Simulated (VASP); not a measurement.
TiC, 2 atoms in the cell. It takes space group Fm-3m (No. 225, cubic). The conventional cell has a = 4.328 Å, b = 4.328 Å, c = 4.328 Å, α = 90.00°, β = 90.00°, γ = 90.00°. Ti (site symmetry m-3m) has 6 C at 2.16 Å within 2.9 Å. Within 2.9 Å of C (site symmetry m-3m) lie 6 Ti at 2.16 Å. 

```yaml
Program: VASP 6.6.1
Task: single point
Functional: PBE
Dispersion: D3(BJ)
Potentials_or_basis: VASP PAW PBE potentials, release 64 (Ti_sv, C)
Cutoff: 600 eV
k_mesh: 8 × 8 × 8
Occupations: gaussian, width 0.1 eV
Spin: no spin polarisation
Dipole_correction: no
Further_INCAR_settings: ALGO = Normal; EDIFF = 1e-06; NBANDS = 15
```

Potentials or basis: VASP PAW PBE potentials, release 64 (Ti_sv, C).

Command:

```console
$ cat potpaw_PBE.64/Ti_sv/POTCAR potpaw_PBE.64/C/POTCAR > POTCAR
$ mpirun -np 1 vasp_std > vasp.out
```

Hardware: 1 thread of Intel Xeon 8259CL, with other jobs on the host.

How long does it take, and how much memory?

It took 18 s on 1 thread of Intel Xeon 8259CL, on a shared host, peak memory 0.15 GiB. Counts: scf iterations 14, k points 29.
